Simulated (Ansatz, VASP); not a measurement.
**Ti: VASP beside Ansatz**

```
CELL_PARAMETERS angstrom
-1.60965 1.60965 1.60965
1.60965 -1.60965 1.60965
1.60965 1.60965 -1.60965
ATOMIC_POSITIONS crystal
Ti 0.00000 0.00000 0.00000
```

Alike in both runs: functional PBEsol; k mesh 20 × 20 × 20; occupations fermi-dirac, width 0.15 eV; no spin polarisation.

Ansatz relaxed the structure, and its values are those at the end. VASP's run is a single point on that final structure, the one shown.

```csv
,VASP,Ansatz
version,VASP 6.6.1,Ansatz 0.2.0
potentials or method,"VASP PAW PBE potentials, release 64 (Ti_sv), cutoff 520 eV","scalar-relativistic, plane waves, PAW"
valence electrons in the cell,12,12
```

VASP gave:

- gap on the k mesh at the Fermi level (eV): none
- pressure (GPa): -0.3

Estimate Ansatz's values.

gap on the k mesh at the Fermi level (eV): none; pressure (GPa): 0.0.

VASP's potentials were made for PBE, not for PBEsol. A gap of «none» marks a metal or a gap that the smearing closes.
